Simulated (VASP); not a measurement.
**AlH6: single point with PBE**

AlH6:

```
CELL_PARAMETERS angstrom
5.94696 0.00000 0.00000
-2.97348 5.15022 0.00000
0.00000 0.00000 2.55862
ATOMIC_POSITIONS crystal
Al 0.00000 0.00000 0.50000
H 0.56494 0.00000 0.50000
H 0.00000 0.56494 0.50000
H 0.43506 0.43506 0.50000
H 0.43506 0.00000 0.50000
H 0.00000 0.43506 0.50000
H 0.56494 0.56494 0.50000
```

```json
{"Program": "VASP 6.6.1", "Task": "single point", "Functional": "PBE", "Potentials or basis": "VASP PAW PBE potentials, release 64 (Al, H)", "Cutoff": "520 eV", "k mesh": "6 × 6 × 14", "Occupations": "gaussian, width 0.1 eV", "Spin": "no spin polarisation"}
```

The pressure is -0.2 GPa and the largest force is 0.006 eV/Å.

Forces on the atoms (eV/Å):
```
Al   0.000  0.000  0.000
H   -0.006  0.000  0.000
H    0.003 -0.006  0.000
H    0.003  0.006  0.000
H    0.006  0.000  0.000
H   -0.003  0.006  0.000
H   -0.003 -0.006  0.000
```

Levels at points of the mesh, in eV from the Fermi level:
| k point | band 2 | band 3 | band 4 | band 5 | band 6 | band 7 |
| --- | --- | --- | --- | --- | --- | --- |
| (0.00, 0.00, 0.00) | -6.90 | -6.90 | -5.03 | -1.49 | -1.49 | 3.90 |
| (0.50, 0.00, 0.00) | -8.06 | -7.02 | -5.74 | -0.48 | 1.33 | 3.41 |
| (0.00, 0.00, 0.50) | -5.41 | -5.41 | -1.74 | 0.62 | 2.58 | 2.58 |
| (0.50, 0.00, 0.50) | -5.93 | -5.46 | -1.63 | -0.46 | 3.49 | 3.68 |

Run time: 36 s on 1 thread of AMD EPYC 9R45 96-Core Processor (Zen 5), on a shared host, peak memory 0.19 GiB.
